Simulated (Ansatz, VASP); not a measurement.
**One calculation of Cu3O2, two programs**

```
CELL_PARAMETERS angstrom
-2.02298 2.02298 3.82056
2.02298 -2.02298 3.82056
2.02298 2.02298 -3.82056
ATOMIC_POSITIONS crystal
Cu 0.00000 0.00000 0.00000
Cu 0.75000 0.25000 0.50000
Cu 0.25000 0.75000 0.50000
O 0.50000 0.00000 0.50000
O 0.00000 0.50000 0.50000
```

Alike in both runs: functional PBEsol; k mesh 8 × 8 × 8; occupations fermi-dirac, width 0.05 eV; no spin polarisation.

|  | VASP | Ansatz |
| --- | --- | --- |
| version | VASP 6.6.1 | Ansatz 0.2.0 |
| potentials or method | VASP PAW PBE potentials, release 64 (Cu, O) | Ansatz PAW |
| plane-wave cutoff (eV) | 520 | 420 |
| valence electrons in the cell | 45 | 69 |
| task | single point | band structure |

|  | VASP | Ansatz | Ansatz less VASP |
| --- | --- | --- | --- |
| gap on the k mesh at the Fermi level (eV) | none | none | - |
| pressure (GPa) | -12.3 | -12.8 | -0.53 |
| traceless stress, the component that is largest in VASP (GPa) | -10.49 | -10.94 | -0.450 |

VASP's potentials were made for PBE, not for PBEsol. A gap of «none» marks a metal or a gap that the smearing closes. VASP's potentials hold 45 valence electrons a cell and Ansatz's 69, so a difference there can come from the potentials and not from the codes.
